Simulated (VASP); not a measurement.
# GaSb (zincblende type) (F-43m) in VASP: further runs, part 2 of 2

VASP 6.6.1.

### 4 Relaxation of cell and atoms, PBEsol

This run uses another cell than the first one, of 30.00 Å³/atom.

INCAR reads:

```
SYSTEM = GaSb
  PREC = Accurate
  ENCUT = 600
  EDIFF = 1E-7
  ISMEAR = -1
  SIGMA = 0.05
  LREAL = .False.
  LASPH = .True.
  NELM = 60
  ALGO = Normal
  ISIF = 3
  LWAVE = .False.
  LCHARG = .False.
  GGA = PS
  IBRION = 2
  NSW = 60
  EDIFFG = -0.005
```

KPOINTS reads:

```
regular mesh
0
Gamma
  11 11 11
  0 0 0
```

POSCAR reads:

```
GaSb
1.0
    0.0000000000      3.1072325060      3.1072325060
    3.1072325060      0.0000000000      3.1072325060
    3.1072325060      3.1072325060      0.0000000000
Ga Sb
1 1
Direct
    0.0000000000      0.0000000000      0.0000000000
    0.2500000000      0.2500000000      0.2500000000
```

Potentials or basis: VASP PAW PBE potentials, release 64 (Ga_d, Sb).

Run with:

```console
$ cat potpaw_PBE.64/Ga_d/POTCAR potpaw_PBE.64/Sb/POTCAR > POTCAR
$ mpirun -np 1 vasp_std > vasp.out
```

OUTCAR:

```text
SYSTEM = GaSb
   PREC = Accurate
   ENCUT = 600
   EDIFF = 1E-7
   ISMEAR = -1
   LREAL = .False.
   LASPH = .True.
   NELM = 60
   ISIF = 3
   GGA = PS
   IBRION = 2
   NSW = 60
   EDIFFG = -0.005

 ion  position               nearest neighbor table
   1  0.000  0.000  0.000-   2 2.69   2 2.69   2 2.69   2 2.69
   2  0.250  0.250  0.250-   1 2.69   1 2.69   1 2.69   1 2.69

  LATTYP: Found a face centered cubic cell.
 ALAT       =     6.2144650120

  Lattice vectors:

 A1 = (   0.0000000000,   3.1072325060,   3.1072325060)
 A2 = (   3.1072325060,   0.0000000000,   3.1072325060)
 A3 = (   3.1072325060,   3.1072325060,   0.0000000000)

Analysis of symmetry for initial positions (statically):
=====================================================================
 Subroutine PRICEL returns:
 Original cell was already a primitive cell.

 Routine SETGRP: Setting up the symmetry group for a
 face centered cubic supercell.

 Subroutine GETGRP returns: Found 24 space group operations
 (whereof 24 operations were pure point group operations)
 out of a pool of 48 trial point group operations.

The static configuration has the point symmetry T_d .

Analysis of symmetry for dynamics (positions and initial velocities):
=====================================================================
 Subroutine PRICEL returns:
 Original cell was already a primitive cell.

 Routine SETGRP: Setting up the symmetry group for a
 face centered cubic supercell.

 Subroutine GETGRP returns: Found 24 space group operations
[... 149 lines left out ...]
  free energy    TOTEN  =        -8.13400041 eV

  energy without entropy =       -8.13363401  energy(sigma->0) =       -8.13381721

 E-fermi :   4.3281     XC(G=0):  -9.0644

 val. band max:        4.2639989876   @ k =   0.0000   0.0000   0.0000
 cond. band min:       4.5322015225   @ k =   0.4545   0.0000   0.0000
 fundamental gap:      0.2682025349
 Fermi energy:         4.3281098500

 k-point     1 :       0.0000    0.0000    0.0000
  band No.  band energies     occupation
      1     -10.6471      2.00000
      2     -10.6471      2.00000
      3     -10.6471      2.00000
      4     -10.6037      2.00000
      5     -10.6037      2.00000
      6      -6.9227      2.00000
      7       3.9288      1.99932
      8       4.2640      1.56566
      9       4.2640      1.56565
     10       4.2640      1.56565
     11       7.0326      0.00000
     12       7.0326      0.00000
     13       7.0326      0.00000
[... 439 lines left out ...]
--------------------------------------- Ionic step        3  -------------------------------------------

 number of electron      18.0000006 magnetization

 Free energy of the ion-electron system (eV)
  ---------------------------------------------------
  ext. energy  EPLUGINS =         0.00000000
  ---------------------------------------------------
  free energy    TOTEN  =        -8.15487508 eV

  energy without entropy =       -8.15459101  energy(sigma->0) =       -8.15473305

 E-fermi :   4.8258     XC(G=0):  -9.2750

 val. band max:        4.7529735981   @ k =   0.0000   0.0000   0.0000
 cond. band min:       5.1147223256   @ k =   0.4545   0.0000   0.0000
 fundamental gap:      0.3617487275
 Fermi energy:         4.8258076892

 k-point     1 :       0.0000    0.0000    0.0000
  band No.  band energies     occupation
      1     -10.2517      2.00000
      2     -10.2517      2.00000
      3     -10.2517      2.00000
      4     -10.2010      2.00000
      5     -10.2010      2.00000
      6      -6.7676      2.00000
      7       4.7490      1.64601
      8       4.7490      1.64601
      9       4.7490      1.64601
     10       4.7530      1.62205
     11       7.5065      0.00000
     12       7.5065      0.00000
     13       7.5065      0.00000
[... 397 lines left out ...]
  FREE ENERGIE OF THE ION-ELECTRON SYSTEM (eV)
  ---------------------------------------------------
  free  energy   TOTEN  =        -8.1548750826 eV

  energy  without entropy=       -8.1545910089  energy(sigma->0) =       -8.15473305

 reached required accuracy - stopping structural energy minimisation
```

Wall time 3.8 min (1 thread of AMD EPYC 7R13, shared host); peak memory 0.22 GiB.

Results:

```
Free energy                           : -8.1549 eV
Relaxed volume                        : 28.57 Å³/atom
Relaxed cell                          : a = 4.323 Å, b = 4.323 Å, c = 4.323 Å, α = 60.00°, β = 60.00°, γ = 60.00°
Space group after relaxing (to 0.1 Å) : F-43m (No. 216)
Energy gained by relaxing             : 10.4 meV/atom
Ionic steps                           : 3
Pressure after relaxing               : 0.0 GPa
```

Step by step:
```tsv
step	energy change (eV)	largest force (eV/Å)	pressure (GPa)	volume (Å³)
1	0.0000	0.0000	-2.24	60.00
2	-0.0194	0.0000	0.67	56.43
3	-0.0209	0.0000	0.02	57.14
```

Final structure:
```xyz
2
Lattice="0.0000 3.0571 3.0571 3.0571 0.0000 3.0571 3.0571 3.0571 0.0000" Properties=species:S:1:pos:R:3 pbc="T T T"
Ga    0.0000    0.0000    0.0000
Sb    1.5286    1.5286    1.5286
```

Caveat: the PAW data sets were made with another functional, which shifts forces and pressure a little; spin-orbit coupling is left out, which moves the levels of the heavy elements.

### 5 The runs side by side

| task | cell | cutoff (eV) | pressure (GPa) |
| --- | --- | --- | --- |
| single point | a = 4.233 Å, angles 60.0°, 2 atoms | 520 | 3.8 |
| single point | a = 4.321 Å, angles 60.0°, 2 atoms | 520 | 0.1 |
| relaxation of cell and atoms | relaxed from a = 4.394 Å, angles 60.0°, 2 atoms | 600 | 0.0 |

Alike in all rows: level PBEsol; potentials or basis VASP PAW PBE potentials, release 64 (Ga_d, Sb); no spin polarisation; k mesh 11 × 11 × 11; smearing fermi-dirac 0.05 eV.

Caveats: the PAW data sets were made with another functional, which shifts forces and pressure a little; spin-orbit coupling is left out, which moves the levels of the heavy elements; the cell stands under pressure (at least some runs); an odd mesh through Γ misses points on the zone boundary, where band edges can lie (at least some runs).

Absolute energies hang on the potentials; compare differences alone.
